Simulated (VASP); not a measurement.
Set up this calculation in VASP 6.6.1, as the native input.

- Task: single point
- Functional: PBE
- Dispersion: D3(BJ)
- Potentials or basis: VASP PAW PBE potentials, release 64 (Ti_sv, Te)
- Cutoff: 520 eV
- k mesh: 12 × 12 × 1
- Occupations: gaussian, width 0.1 eV
- Spin: no spin polarisation
- Dipole correction: yes
- Further INCAR settings: ALGO = Normal; EDIFF = 1e-06; NBANDS = 33

The structure of TiTe2 lies in POSCAR:

```
TiTe2
1.0
    3.6850610000      0.0000000000      0.0000000000
   -1.8425310000      3.1913570000      0.0000000000
    0.0000000000      0.0000000000     43.6410600000
Ti Te
2 4
Direct
    0.0000000000      0.0000000000      0.2011800000
    0.0000000000      0.0000000000      0.3487610000
    0.6666670000      0.3333330000      0.2409120000
    0.3333330000      0.6666670000      0.1607040000
    0.3333330000      0.6666670000      0.3090290000
    0.6666670000      0.3333330000      0.3892370000
```

The input as run:

INCAR

```
ALGO     = Normal         # electronic algorithm
DIPOL    = 0.5 0.5 0.275
EDIFF    = 1E-6           # SCF threshold, eV
ENCUT    = 520            # plane-wave cutoff, eV
GGA      = PE             # functional
IDIPOL   = 3            
ISIF     = 2              # what is computed and relaxed
ISMEAR   = 0              # smearing method
IVDW     = 12             # dispersion correction
LASPH    = T              # aspherical terms in the spheres
LCHARG   = F              # write CHGCAR
LDIPOL   = T            
LREAL    = F              # projectors in reciprocal space
LWAVE    = F              # write WAVECAR
NBANDS   = 33             # bands
NELM     = 100            # most SCF steps
PREC     = Accurate       # precision mode
SIGMA    = 0.1            # smearing width, eV
```

KPOINTS

```
k-points
0
Gamma
  12 12 1
```

Potentials or basis: VASP PAW PBE potentials, release 64 (Ti_sv, Te).

Command:

```bash
$ cat potpaw_PBE.64/Ti_sv/POTCAR potpaw_PBE.64/Te/POTCAR > POTCAR
$ mpirun -np 1 vasp_std > vasp.out
```

Results of the run:

```json
{
 "Largest force": "0.012 eV/Å",
 "Band gap on the k mesh": "zero (band 24 reaches -0.71 eV, above the bottom of band 25 at -1.46 eV)",
 "Dispersion energy per atom": "-0.436 eV"
}
```

Caveat: spin-orbit coupling is left out, which moves the levels of the heavy elements.

It took 13 min on 1 thread of Intel Xeon 6975P-C, on a shared host, peak memory 0.76 GiB.
